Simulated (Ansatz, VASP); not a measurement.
**One calculation of AlN, two programs**

```xyz
2
Lattice="0.0067 2.1954 2.1955 2.1714 -0.0630 2.2651 2.1697 2.2635 -0.0615" Properties=species:S:1:pos:R:3 pbc="T T T"
Al   -0.0462   -0.0146   -0.0456
N     3.2172    3.2834    3.2624
```

Alike in both runs: task single point; functional PBE; k mesh 6 × 6 × 6; no spin polarisation.

```csv
,VASP,Ansatz
version,VASP 6.6.1,Ansatz 0.2.0
potentials or method,"VASP PAW PBE potentials, release 64 (Al, N), cutoff 520 eV","plane waves, PAW"
occupations,"gaussian, width 0.01 eV",fixed
valence electrons in the cell,8,8
```

```tsv
	VASP	Ansatz	Ansatz less VASP
pressure (GPa)	-6.3	-6.0	+0.27
traceless stress, the component that is largest in VASP (GPa)	10.88	10.81	-0.066
rms of the force components (eV/Å)	0.233	0.232	-0.0003
```

Atom by atom the forces differ by 0.000 eV/Å (rms over components).
